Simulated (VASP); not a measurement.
Ir: single point with PBEsol

The system is Ir.

```
Ir
1.0
     2.68239    0.00000    0.00000
    -1.34120    2.32302    0.00000
     0.00000    0.00000    4.35338
Ir
2
Direct
  0.33333 0.66667 0.25000
  0.66667 0.33333 0.75000
```

This cell differs from its parent crystal: volume scaled by 0.96.

```yaml
Program: VASP 6.6.1
Task: single point
Functional: PBEsol
Potentials_or_basis: VASP PAW PBE potentials, release 64 (Ir)
Cutoff: 520 eV
k_mesh: 15 × 15 × 8
Occupations: fermi-dirac, width 0.1 eV
Spin: no spin polarisation
```

```yaml
Pressure: 18.4 GPa
Band_gap_on_the_k_mesh: zero (band 9 reaches 12.20 eV, above the bottom of band 10 at 8.64 eV)
```

Levels at points of the mesh, in eV from the Fermi level:
| k point | band 6 | band 7 | band 8 | band 9 | band 10 | band 11 | band 12 | band 13 |
| --- | --- | --- | --- | --- | --- | --- | --- | --- |
| (0.00, 0.00, 0.00) | -3.43 | -3.43 | -2.55 | -2.55 | -1.01 | 0.29 | 0.29 | 7.44 |
| (0.00, 0.00, 0.50) | -4.27 | -4.27 | -4.27 | -0.50 | -0.50 | -0.50 | -0.50 | 13.62 |

Run time: 21 s on 1 thread of AMD EPYC 9R45 96-Core Processor (Zen 5), with other jobs on the host, peak memory 0.14 GiB.

Caveat: the PAW data sets were made with another functional, which shifts forces and pressure a little; spin-orbit coupling is left out, which moves the levels of the heavy elements.
